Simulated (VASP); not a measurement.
# In3SbAs2 (P3m1) in VASP: single point with PBE

Aim: the single point of In3SbAs2 with PBE.

Everything below comes from runs of VASP 6.6.1. Logs are shortened: lines on timing, memory, paths and dates and some standing lists are left out, and cuts for length are marked.

## (1) The cell of the first run

Symmetry: P3m1, No. 156, trigonal system. The conventional cell has a = 4.428 Å, b = 4.428 Å, c = 10.857 Å, α = 90.00°, β = 90.00°, γ = 120.00°. Within 3.5 Å of As (site symmetry 3m) lie 4 In at 2.64 to 2.69 Å. Within 3.5 Å of As (site symmetry 3m) lie 4 In at 2.65 to 2.69 Å. Sb (site symmetry 3m) has 4 In at 2.77 to 2.83 Å within 3.7 Å. In (site symmetry 3m) has 4 As at 2.65 to 2.69 Å within 3.5 Å. Within 3.5 Å of In (site symmetry 3m) lie 3 As at 2.69 Å and 1 Sb at 2.83 Å. In (site symmetry 3m) has 1 As at 2.64 Å and 3 Sb at 2.77 Å within 3.5 Å.

## (2) Single point, PBE, non-collinear spin, zero start, spin-orbit coupling

The input, INCAR:

```
SYSTEM = In3SbAs2
ALGO = Normal ; EDIFF = 1E-7
ENCUT = 520 ; GGA = PE
GGA_COMPAT = .FALSE. ; ISIF = 2
ISMEAR = -1 ; LASPH = .TRUE.
LCHARG = .FALSE. ; LORBIT = 11
LORBMOM = .TRUE. ; LREAL = .FALSE.
LSORBIT = .TRUE. ; LWAVE = .FALSE.
MAGMOM = 0 0 0 0 0 0 0 0 0 0 0 0 0 0 0 0 0 0 ; NBANDS = 70
NELM = 150 ; PREC = Accurate
SIGMA = 0.02
```

The input, KPOINTS:

```
k-points
0
G
  6 6 2
  0 0 0
```

The input, POSCAR:

```
In3SbAs2
1.0
    4.4278068155      0.0000000000      0.0000000000
   -2.2139034078      3.8345931853      0.0000000000
    0.0000000000      0.0000000000     10.8567377940
As Sb In
2 1 3
Direct
    0.0000000000      0.0000000000      0.0070224502
    0.3333333333      0.6666666667      0.3273449660
    0.6666666667      0.3333333333      0.6648219420
    0.3333333333      0.6666666667      0.0830474251
    0.6666666667      0.3333333333      0.4037784456
    0.0000000000      0.0000000000      0.7639847711
```

Potentials or basis: VASP PAW PBE potentials, release 64 (As, Sb, In_d).

Command:

```console
cat potpaw_PBE.64/As/POTCAR potpaw_PBE.64/Sb/POTCAR potpaw_PBE.64/In_d/POTCAR > POTCAR
mpirun -np 1 vasp_ncl > vasp.out
```

OUTCAR:

```text
SYSTEM = In3SbAs2
   EDIFF = 1E-7
   ENCUT = 520
   GGA = PE
   ISIF = 2
   ISMEAR = -1
   LASPH = .TRUE.
   LORBIT = 11
   LREAL = .FALSE.
   LSORBIT = .TRUE.
   NELM = 150
   PREC = Accurate

 ion  position               nearest neighbor table
   1  0.000  0.000  0.007-   6 2.64   4 2.69   4 2.69   4 2.69
   2  0.333  0.667  0.327-   4 2.65   5 2.69   5 2.69   5 2.69
   3  0.667  0.333  0.665-   6 2.77   6 2.77   6 2.77   5 2.83
   4  0.333  0.667  0.083-   2 2.65   1 2.69   1 2.69   1 2.69
   5  0.667  0.333  0.404-   2 2.69   2 2.69   2 2.69   3 2.83
   6  0.000  0.000  0.764-   1 2.64   3 2.77   3 2.77   3 2.77

  LATTYP: Found a hexagonal cell.
 ALAT       =     4.4278068155
 C/A-ratio  =     2.4519447768

  Lattice vectors:

 A1 = (   4.4278068155,   0.0000000000,   0.0000000000)
 A2 = (  -2.2139034078,   3.8345931853,   0.0000000000)
 A3 = (   0.0000000000,   0.0000000000,  10.8567377940)

Analysis of symmetry for initial positions (statically):
=====================================================================
 Subroutine PRICEL returns:
 Original cell was already a primitive cell.

 Routine SETGRP: Setting up the symmetry group for a
 hexagonal supercell.

 Subroutine GETGRP returns: Found  6 space group operations
 (whereof  6 operations were pure point group operations)
 out of a pool of 24 trial point group operations.

The static configuration has the point symmetry C_3v.

Analysis of symmetry for dynamics (positions and initial velocities):
=====================================================================
 Subroutine PRICEL returns:
 Original cell was already a primitive cell.

 Routine SETGRP: Setting up the symmetry group for a
 hexagonal supercell.

 Subroutine GETGRP returns: Found  6 space group operations
 (whereof  6 operations were pure point group operations)
 out of a pool of 24 trial point group operations.

The dynamic configuration has the point symmetry C_3v.

Analysis of structural, dynamic, and magnetic symmetry:
=====================================================================
 Subroutine PRICEL returns:
 Original cell was already a primitive cell.

 Routine SETGRP: Setting up the symmetry group for a
 hexagonal supercell.

 Subroutine GETGRP returns: Found  6 space group operations
 (whereof  6 operations were pure point group operations)
 out of a pool of 24 trial point group operations.

The overall configuration has the point symmetry C_3v.

 Subroutine INISYM returns: Found  6 space group operations
 (whereof  6 operations are pure point group operations),
 and found     1 'primitive' translations

----------------------------------------------------------------------------------------

                                     Primitive cell

  volume of cell :     184.3348

  direct lattice vectors                    reciprocal lattice vectors
     4.427806816  0.000000000  0.000000000     0.225845445  0.130391928  0.000000000
    -2.213903408  3.834593185  0.000000000     0.000000000  0.260783857  0.000000000
     0.000000000  0.000000000 10.856737794     0.000000000  0.000000000  0.092108700

  length of vectors
     4.427806816  4.427806816 10.856737794     0.260783857  0.260783857  0.092108700

  position of ions in fractional coordinates (direct lattice)
     0.000000000  0.000000000  0.007022450
     0.333333333  0.666666667  0.327344966
     0.666666667  0.333333333  0.664821942
     0.333333333  0.666666667  0.083047425
     0.666666667  0.333333333  0.403778446
     0.000000000  0.000000000  0.763984771

  ion indices of the primitive-cell ions
   primitive index   ion index
                 1           1
                 2           2
                 3           3
                 4           4
                 5           5
                 6           6

----------------------------------------------------------------------------------------

 KPOINTS: k-points
[... 124 lines left out ...]
      2     -10.5556      1.00000
      3     -10.5382      1.00000
      4     -10.5382      1.00000
      5     -10.5311      1.00000
      6     -10.5311      1.00000
[... 1369 lines left out ...]
     65       8.5242      0.00000
     66       8.5666      0.00000
 [bands above 66 left out]

------------------------ aborting loop because EDIFF is reached ----------------------------------------

  FORCE on cell =-STRESS in cart. coord.  units (eV):
  Direction    XX          YY          ZZ          XY          YZ          ZX
  --------------------------------------------------------------------------------------
  -------------------------------------------------------------------------------------
  Total        2.0295965      2.0295965      2.0586512     -0.0000000      0.0000000     -0.0000000
  in kB       17.6405844     17.6405844     17.8931188     -0.0000000      0.0000000     -0.0000000
  external PRESSURE =      17.7247626 kB  Pullay stress =       0.0000000 kB

 VOLUME and BASIS-vectors are now :
 -----------------------------------------------------------------------------
  energy-cutoff  :      520.00
  volume of cell :      184.33
      direct lattice vectors                 reciprocal lattice vectors
     4.427806816  0.000000000  0.000000000     0.225845445  0.130391928  0.000000000
    -2.213903408  3.834593185  0.000000000     0.000000000  0.260783857  0.000000000
     0.000000000  0.000000000 10.856737794     0.000000000  0.000000000  0.092108700

 POSITION                                       TOTAL-FORCE (eV/Angst)
 -----------------------------------------------------------------------------------
      0.00000      0.00000      0.07624         0.000000      0.000000      0.020903
     -0.00000      2.55640      3.55390        -0.000000     -0.000000      0.032467
      2.21390      1.27820      7.21780        -0.000000     -0.000000     -0.042514
     -0.00000      2.55640      0.90162         0.000000     -0.000000     -0.026141
      2.21390      1.27820      4.38372        -0.000000      0.000000      0.000872
      0.00000      0.00000      8.29438         0.000000     -0.000000      0.014413
 -----------------------------------------------------------------------------------
    total drift:                               -0.000000      0.000000      0.000375

  FREE ENERGIE OF THE ION-ELECTRON SYSTEM (eV)
  ---------------------------------------------------
  free  energy   TOTEN  =       -22.4070650349 eV

  energy  without entropy=      -22.4065033944  energy(sigma->0) =      -22.40678421

 orbital moment (x)

 # of ion     p       d       tot
 ----------------------------------------
  1         0.000   0.000   0.000
  2         0.000   0.000   0.000
  3         0.000   0.000   0.000
  4         0.000  -0.000  -0.000
  5         0.000  -0.000  -0.000
  6         0.000  -0.000  -0.000
 ----------------------------------------
            0.000  -0.000  -0.000

 orbital moment (y)

 # of ion     p       d       tot
 ----------------------------------------
  1        -0.000  -0.000  -0.000
  2         0.000  -0.000   0.000
  3        -0.000  -0.000  -0.000
  4         0.000   0.000   0.000
  5         0.000   0.000   0.000
  6         0.000   0.000   0.000
 ----------------------------------------
            0.000   0.000   0.000

 orbital moment (z)

 # of ion     p       d       tot
 ----------------------------------------
  1         0.000  -0.000  -0.000
  2         0.000  -0.000   0.000
  3         0.000   0.000   0.000
  4         0.000   0.000   0.000
  5         0.000   0.000   0.000
  6         0.000   0.000   0.000
 ----------------------------------------
            0.000   0.000   0.000

 Spin-Orbit-Coupling matrix elements

 Ion:    1  E_soc:     -0.0268044
 l=   1
     0.0000000    -0.0044488    -0.0044988
    -0.0044488     0.0000000    -0.0044488
    -0.0044988    -0.0044488     0.0000000
 l=   2
     0.0000000    -0.0000004     0.0000000    -0.0000004    -0.0000016
    -0.0000004     0.0000000    -0.0000006    -0.0000014    -0.0000004
     0.0000000    -0.0000006     0.0000000    -0.0000006     0.0000000
    -0.0000004    -0.0000014    -0.0000006     0.0000000    -0.0000004
    -0.0000016    -0.0000004     0.0000000    -0.0000004     0.0000000
 l=   3
     0.0000000     0.0000000     0.0000000     0.0000000     0.0000000     0.0000000     0.0000000
     0.0000000     0.0000000     0.0000000     0.0000000     0.0000000     0.0000000     0.0000000
     0.0000000     0.0000000     0.0000000     0.0000000     0.0000000     0.0000000     0.0000000
     0.0000000     0.0000000     0.0000000     0.0000000     0.0000000     0.0000000     0.0000000
[... 89 lines left out ...]
 l=   2
     0.0000000    -0.0012783     0.0000000    -0.0012783    -0.0050192
    -0.0012783     0.0000000    -0.0038706    -0.0012849    -0.0012783
     0.0000000    -0.0038706     0.0000000    -0.0038706     0.0000000
    -0.0012783    -0.0012849    -0.0038706     0.0000000    -0.0012783
    -0.0050192    -0.0012783     0.0000000    -0.0012783     0.0000000
 l=   3
     0.0000000     0.0000000     0.0000000     0.0000000     0.0000000     0.0000000     0.0000000
     0.0000000     0.0000000     0.0000000     0.0000000     0.0000000     0.0000000     0.0000000
     0.0000000     0.0000000     0.0000000     0.0000000     0.0000000     0.0000000     0.0000000
     0.0000000     0.0000000     0.0000000     0.0000000     0.0000000     0.0000000     0.0000000
     0.0000000     0.0000000     0.0000000     0.0000000     0.0000000     0.0000000     0.0000000
     0.0000000     0.0000000     0.0000000     0.0000000     0.0000000     0.0000000     0.0000000
     0.0000000     0.0000000     0.0000000     0.0000000     0.0000000     0.0000000     0.0000000

 total charge

# of ion       s       p       d       tot
------------------------------------------
    1        1.226   1.526   0.019   2.772
    2        1.228   1.524   0.019   2.771
    3        1.132   1.360   0.021   2.513
    4        0.852   0.670   9.881  11.403
    5        0.857   0.664   9.875  11.395
    6        0.865   0.746   9.873  11.483
--------------------------------------------------
tot          6.160   6.490  29.688  42.338

 magnetization (x)

# of ion       s       p       d       tot
------------------------------------------
    1        0.000   0.000   0.000   0.000
    2        0.000  -0.000   0.000  -0.000
    3        0.000   0.000  -0.000   0.000
    4        0.000   0.000   0.000   0.000
    5        0.000   0.000   0.000   0.000
    6        0.000   0.000  -0.000   0.000
--------------------------------------------------
tot          0.000   0.000  -0.000   0.000

 magnetization (y)

# of ion       s       p       d       tot
------------------------------------------
    1        0.000   0.000   0.000   0.000
    2        0.000   0.000   0.000   0.000
    3        0.000   0.000   0.000   0.000
    4        0.000   0.000   0.000   0.000
    5        0.000   0.000   0.000   0.000
    6        0.000   0.000   0.000   0.000
--------------------------------------------------
tot          0.000   0.000   0.000   0.000

 magnetization (z)

# of ion       s       p       d       tot
------------------------------------------
    1        0.000   0.000   0.000   0.000
    2        0.000  -0.000   0.000  -0.000
    3        0.000   0.000   0.000   0.000
    4        0.000   0.000  -0.000   0.000
    5        0.000  -0.000   0.000  -0.000
    6        0.000   0.000   0.000   0.000
--------------------------------------------------
tot          0.000   0.000  -0.000   0.000
```

Run time: 12 min. Hardware: 1 thread of Intel Xeon Platinum 8488C (Sapphire Rapids), shared host; peak memory 0.96 GiB.

What came out:

| Item | Value |
| --- | --- |
| Free energy | -22.4071 eV |
| Pressure | 1.8 GPa |
| Largest force | 0.043 eV/Å |
| Net moment | 0.00 μB per cell |
| Valence electrons inside the program's atomic spheres | As 2.77; Sb 2.51; In 11.40, 11.39, 11.48 |

Forces on the atoms (eV/Å):
```
As   0.000  0.000  0.021
As   0.000  0.000  0.032
Sb   0.000  0.000 -0.043
In   0.000  0.000 -0.026
In   0.000  0.000  0.001
In   0.000  0.000  0.014
```

Moments on the atoms (μB; x, y, z):
```
As  0.00 0.00 0.00
As  0.00 0.00 0.00
Sb  0.00 0.00 0.00
In  0.00 0.00 0.00
In  0.00 0.00 0.00
In  0.00 0.00 0.00
```
